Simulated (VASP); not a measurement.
The system is GaN.

```
CELL_PARAMETERS angstrom
0.00000 1.94665 1.94665
1.94665 0.00000 1.94665
1.94665 1.94665 0.00000
ATOMIC_POSITIONS crystal
Ga 0.00000 0.00000 0.00000
N 0.50000 0.50000 0.50000
```

* Program: VASP 6.6.1
* Task: relaxation of cell and atoms
* Functional: PBE
* Potentials or basis: VASP PAW PBE potentials, release 64 (Ga_d, N)
* Cutoff: 600 eV
* k mesh: 10 × 10 × 10
* Occupations: fermi-dirac, width 0.02 eV
* Spin: no spin polarisation

At the start: pressure 109.3 GPa; volume 7.38 Å³/atom.

Problem. Where does the relaxation end?

Solution. Over 6 steps the energy falls by 628.8 meV/atom and the volume is 9.75 Å³/atom (+32.2 %); space group Fm-3m (No. 225, to 0.1 Å) before and after.

Step by step:
```tsv
step	energy change (eV)	largest force (eV/Å)	pressure (GPa)	volume (Å³)
1	0.0000	0.0000	109.25	14.75
2	0.0431	0.0000	-33.65	28.31
3	-1.2519	0.0000	-4.26	19.92
4	-1.2570	0.0000	-1.41	19.64
5	-1.2576	0.0000	0.18	19.50
6	-1.2576	0.0000	0.00	19.50
```

Final structure:
```yaml
crystal:
  lattice:
    - [0.00000, 2.13639, 2.13639]
    - [2.13639, 0.00000, 2.13639]
    - [2.13639, 2.13639, 0.00000]
  atoms:
    - { symbol: Ga, position: [0.00000, 0.00000, 0.00000] }
    - { symbol: N, position: [0.50000, 0.50000, 0.50000] }
```

Caveat: the volume moved by over 15 % at a fixed basis, so the end points are rough; the structure was generated, so it needn't be the stable form of GaN.
